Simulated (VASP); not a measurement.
# Cs2SnI6 (Fm-3m) in VASP: notebook, part 2 of 2

VASP 6.6.1. Earlier steps stand in the parts before.

### Step 3. Single point, PBEsol

This run uses another cell than the first one, of 42.85 Å³/atom.

The input, INCAR:

```
SYSTEM = Cs2SnI6
ALGO = Normal
EDIFF = 1E-6
ENCUT = 500
GGA = PS
GGA_COMPAT = .False.
ISIF = 2
ISMEAR = -1
LASPH = .True.
LCHARG = .False.
LREAL = .False.
LWAVE = .False.
NBANDS = 47
NELM = 120
PREC = Accurate
SIGMA = 0.02
```

The input, KPOINTS:

```
k-points
0
Gamma
  4 4 4
  0 0 0
```

The input, POSCAR:

```
Cs2SnI6
1.0
    0.0000000000      5.7773992987      5.7773992987
    5.7773992987      0.0000000000      5.7773992987
    5.7773992987      5.7773992987      0.0000000000
Cs Sn I
2 1 6
Direct
    0.2500000000      0.2500000000      0.2500000000
    0.7500000000      0.7500000000      0.7500000000
    0.0000000000      0.0000000000      0.0000000000
    0.2485806914      0.7514193086      0.7514193086
    0.2485806914      0.7514193086      0.2485806914
    0.7514193086      0.2485806914      0.7514193086
    0.7514193086      0.2485806914      0.2485806914
    0.7514193086      0.7514193086      0.2485806914
    0.2485806914      0.2485806914      0.7514193086
```

Potentials or basis: VASP PAW PBE potentials, release 64 (Cs_sv, Sn_d, I).

Run with:

```
$ cat potpaw_PBE.64/Cs_sv/POTCAR potpaw_PBE.64/Sn_d/POTCAR potpaw_PBE.64/I/POTCAR > POTCAR
$ mpirun -np 1 vasp_std > vasp.out
```

OUTCAR:

```text
SYSTEM = Cs2SnI6
   EDIFF = 1E-6
   ENCUT = 500
   GGA = PS
   ISIF = 2
   ISMEAR = -1
   LASPH = .True.
   LREAL = .False.
   NELM = 120
   PREC = Accurate

 ion  position               nearest neighbor table
   1  0.250  0.250  0.250-
   2  0.750  0.750  0.750-
   3  0.000  0.000  0.000-   4 2.87   5 2.87   6 2.87   7 2.87   8 2.87   9 2.87
   4  0.249  0.751  0.751-   3 2.87
   5  0.249  0.751  0.249-   3 2.87
   6  0.751  0.249  0.751-   3 2.87
   7  0.751  0.249  0.249-   3 2.87
   8  0.751  0.751  0.249-   3 2.87
   9  0.249  0.249  0.751-   3 2.87

  LATTYP: Found a face centered cubic cell.
 ALAT       =    11.5547985974

  Lattice vectors:

 A1 = (   0.0000000000,   5.7773992987,   5.7773992987)
 A2 = (   5.7773992987,   0.0000000000,   5.7773992987)
 A3 = (   5.7773992987,   5.7773992987,   0.0000000000)

Analysis of symmetry for initial positions (statically):
=====================================================================
[... 172 lines left out ...]
 fundamental gap:      0.5316011520
 Fermi energy:         2.0261879601

 k-point     1 :       0.0000    0.0000    0.0000
  band No.  band energies     occupation
      1     -19.3444      2.00000
      2     -19.3444      2.00000
      3     -19.2913      2.00000
      4     -19.2913      2.00000
      5     -19.2913      2.00000
      6     -18.3984      2.00000
[... 389 lines left out ...]
     46       8.0473      0.00000
     47       8.2219      0.00000

------------------------ aborting loop because EDIFF is reached ----------------------------------------

  FORCE on cell =-STRESS in cart. coord.  units (eV):
  Direction    XX          YY          ZZ          XY          YZ          ZX
  --------------------------------------------------------------------------------------
  -------------------------------------------------------------------------------------
  Total        0.0055783      0.0055783      0.0055783      0.0000000     -0.0000000      0.0000000
  in kB        0.0231732      0.0231732      0.0231732      0.0000000     -0.0000000      0.0000000
  external PRESSURE =       0.0231732 kB  Pullay stress =       0.0000000 kB

 VOLUME and BASIS-vectors are now :
 -----------------------------------------------------------------------------
  energy-cutoff  :      500.00
  volume of cell :      385.68
      direct lattice vectors                 reciprocal lattice vectors
     0.000000000  5.777399299  5.777399299    -0.086544131  0.086544131  0.086544131
     5.777399299  0.000000000  5.777399299     0.086544131 -0.086544131  0.086544131
     5.777399299  5.777399299  0.000000000     0.086544131  0.086544131 -0.086544131

 POSITION                                       TOTAL-FORCE (eV/Angst)
 -----------------------------------------------------------------------------------
      2.88870      2.88870      2.88870         0.000000     -0.000000     -0.000000
      8.66610      8.66610      8.66610         0.000000      0.000000      0.000000
      0.00000      0.00000      0.00000         0.000000      0.000000      0.000000
      8.68250      5.77740      5.77740        -0.000965      0.000000      0.000000
      5.77740      2.87230      5.77740         0.000000      0.000965      0.000000
      5.77740      8.68250      5.77740         0.000000     -0.000965      0.000000
      2.87230      5.77740      5.77740         0.000965      0.000000      0.000000
      5.77740      5.77740      8.68250         0.000000      0.000000     -0.000965
      5.77740      5.77740      2.87230         0.000000      0.000000      0.000965
 -----------------------------------------------------------------------------------
    total drift:                               -0.000000      0.000000      0.000000

  FREE ENERGIE OF THE ION-ELECTRON SYSTEM (eV)
  ---------------------------------------------------
  free  energy   TOTEN  =       -24.8790229982 eV

  energy  without entropy=      -24.8769511495  energy(sigma->0) =      -24.87798707
```

Wall time 2.3 min (1 thread of Intel Xeon Platinum 8488C (Sapphire Rapids), shared host); peak memory 0.55 GiB.

Results:

```yaml
Free_energy: -24.8790 eV
Pressure: 0.0 GPa
Band_gap_on_the_k_mesh: zero (filled and empty bands touch)
```

Caveat: the PAW data sets were made with another functional, which shifts forces and pressure a little; spin-orbit coupling is left out, which moves the levels of the heavy elements.
